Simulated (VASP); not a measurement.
Write the native input for VASP 6.6.1 that does the following.

```yaml
Task: single point
Functional: PBE
Potentials_or_basis: VASP PAW PBE potentials, release 64 (Zr_sv, C)
Cutoff: 520 eV
k_mesh: 15 × 15 × 15
Occupations: fermi-dirac, width 0.05 eV
Spin: no spin polarisation
Dipole_correction: no
Further_INCAR_settings: ALGO = Normal; EDIFF = 1e-06; NBANDS = 15
```

The structure of ZrC lies in POSCAR:

```
ZrC
1.0
    0.0000000000      2.3502100000      2.3502100000
    2.3502100000      0.0000000000      2.3502100000
    2.3502100000      2.3502100000      0.0000000000
Zr C
1 1
Direct
    0.5000000000      0.5000000000      0.5000000000
    0.0000000000      0.0000000000      0.0240697640
```

This cell differs from its parent crystal: atom 2 (C) moved by [0.056569, 0.056569, 0.0] A.

One way to write it, as run:

INCAR

```
ALGO     = Normal         # electronic algorithm
EDIFF    = 1E-6           # SCF threshold, eV
ENCUT    = 520            # plane-wave cutoff, eV
GGA      = PE             # functional
ISIF     = 2              # what is computed and relaxed
ISMEAR   = -1             # smearing method
LASPH    = T              # aspherical terms in the spheres
LCHARG   = F              # write CHGCAR
LREAL    = F              # projectors in reciprocal space
LWAVE    = F              # write WAVECAR
NBANDS   = 15             # bands
NELM     = 100            # most SCF steps
PREC     = Accurate       # precision mode
SIGMA    = 0.05           # smearing width, eV
```

KPOINTS

```
k-points
0
Gamma
  15 15 15
```

Potentials or basis: VASP PAW PBE potentials, release 64 (Zr_sv, C).

The run is started by

```console
$ cat potpaw_PBE.64/Zr_sv/POTCAR potpaw_PBE.64/C/POTCAR > POTCAR
$ mpirun -np 1 vasp_std > vasp.out
```

Results of the run:

* Pressure: 1.9 GPa
* Largest force: 0.536 eV/Å
* Band gap on the k mesh: zero (bands 8 and 9 overlap by 1.01 eV)

Caveat: the cell differs from its parent crystal (atom 2 (C) moved by [0.056569, 0.056569, 0.0] A).

Run time: 2.4 min on 1 thread of AMD EPYC 9R45 96-Core Processor (Zen 5), on a shared host, peak memory 0.29 GiB.
